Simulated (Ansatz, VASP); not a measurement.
**One calculation of W, two programs**

POSCAR

```
W
1.0
   -1.6078496600      1.6078496600      1.6078496600
    1.6078496600     -1.6078496600      1.6078496600
    1.6078496600      1.6078496600     -1.6078496600
W
1
Direct
    0.0000000000      0.0000000000      0.0000000000
```

File INCAR.step1:

```
SYSTEM = W
PREC = Accurate
ENCUT = 550
ISMEAR = -1
SIGMA = 0.1
LREAL = .FALSE.
LASPH = .TRUE.
NELM = 120
GGA = PE
ALGO = Normal
EDIFF = 1E-5
LWAVE = .TRUE.
LCHARG = .FALSE.
GGA_COMPAT = .FALSE.
IBRION = 2
ISIF = 3
EDIFFG = -0.005
NELMIN = 4
NSW = 100
```

Contents of INCAR.step2:

```
SYSTEM = W
PREC = Accurate
ENCUT = 550
EDIFF = 1E-7
ISMEAR = -1
SIGMA = 0.1
LREAL = .FALSE.
LASPH = .TRUE.
NELM = 120
ALGO = Normal
ISIF = 3
LWAVE = .FALSE.
LCHARG = .FALSE.
METAGGA = R2SCAN
LMIXTAU = .TRUE.
IBRION = 2
NSW = 60
EDIFFG = -0.01
ISTART = 1
GGA_COMPAT = .FALSE.
NELMIN = 4
```

KPOINTS

```
regular mesh
0
G
  8 8 8
  0 0 0
```

Input for Ansatz:

```yaml
crystal:
  lattice:
    - [-1.60784966, 1.60784966, 1.60784966]
    - [1.60784966, -1.60784966, 1.60784966]
    - [1.60784966, 1.60784966, -1.60784966]
  atoms:
    - { symbol: W, position: [0.0, 0.0, 0.0] }
  symmetry: { tolerance: 0.0003 }
kpoints:
  mp_grid: { grid: [8, 8, 8], shift: [0, 0, 0] }
magnetization:
  spin_polarized: false
scf:
  occupations: { method: fermi_dirac }
hamiltonian:
  pseudopotentials: { kind: paw }
  xc: r2scan
basis:
  ecutwfc: 500
output:
  forces: true
  stress: true
  eigenvalues: true
relax:
  max_steps: 40
  cell: {}
```

Alike in both runs: task relaxation of cell and atoms; functional r2SCAN; k mesh 8 × 8 × 8; no spin polarisation.

|  | VASP | Ansatz |
| --- | --- | --- |
| version | VASP 6.6.1 | Ansatz 0.2.0 |
| potentials or method | VASP PAW PBE potentials, release 64 (W_sv), cutoff 550 eV | PAW plane waves |
| occupations | fermi-dirac, width 0.1 eV | fermi-dirac |
| valence electrons in the cell | 14 | 14 |

Ansatz gave:

- gap on the k mesh at the Fermi level, each at its own relaxed structure (eV): none
- relaxed volume (Å³/atom): 15.92
- relaxed cell length with the largest relative difference (Å): 2.745

Task: Which values does VASP return?

Result: gap on the k mesh at the Fermi level, each at its own relaxed structure (eV): none; relaxed volume (Å³/atom): 15.98; relaxed cell length with the largest relative difference (Å): 2.748.

VASP's potentials were made for PBE, not for r2SCAN. A gap of «none» marks a metal or a gap that the smearing closes.

Spin-orbit coupling is off throughout.
